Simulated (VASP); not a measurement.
A run of VASP 6.6.1:

INCAR

```
SYSTEM = ScF3
PREC = Accurate
ENCUT = 520
EDIFF = 1E-6
ISMEAR = 0
SIGMA = 0.01
LREAL = .False.
LASPH = .True.
NELM = 100
ALGO = Normal
ISIF = 2
LWAVE = .False.
LCHARG = .True.
LELF = .True.
LVHAR = .True.
NBANDS = 24
```

File KPOINTS:

```
Automatic mesh
0
Gamma
  4 4 4
  0 0 0
```

Contents of POSCAR:

```
ScF3
1.0
    4.0125000000      0.0000000000      0.0000000000
    0.0000000000      4.0125000000      0.0000000000
    0.0000000000      0.0000000000      4.0125000000
Sc F
1 3
Direct
    0.0000000000      0.0000000000      0.0000000000
    0.5000000000      0.0000000000      0.0000000000
    0.0000000000      0.5000000000      0.0000000000
    0.0000000000      0.0000000000      0.5000000000
```

Potentials or basis: VASP PAW LDA potentials, release 64 (Sc_sv, F).

The run is started by

```console
$ cat potpaw_LDA.64/Sc_sv/POTCAR potpaw_LDA.64/F/POTCAR > POTCAR
$ mpirun -np 1 vasp_std > vasp.out
```

Hardware: 1 thread of AMD EPYC 7R13 Processor (Zen 3) (shared host).

Problem. Estimate the wall time of this run.

Solution. Wall time 16 s on 1 thread of AMD EPYC 7R13 Processor (Zen 3), on a shared host, peak memory 0.12 GiB. Counts: scf iterations 15, k points 10.
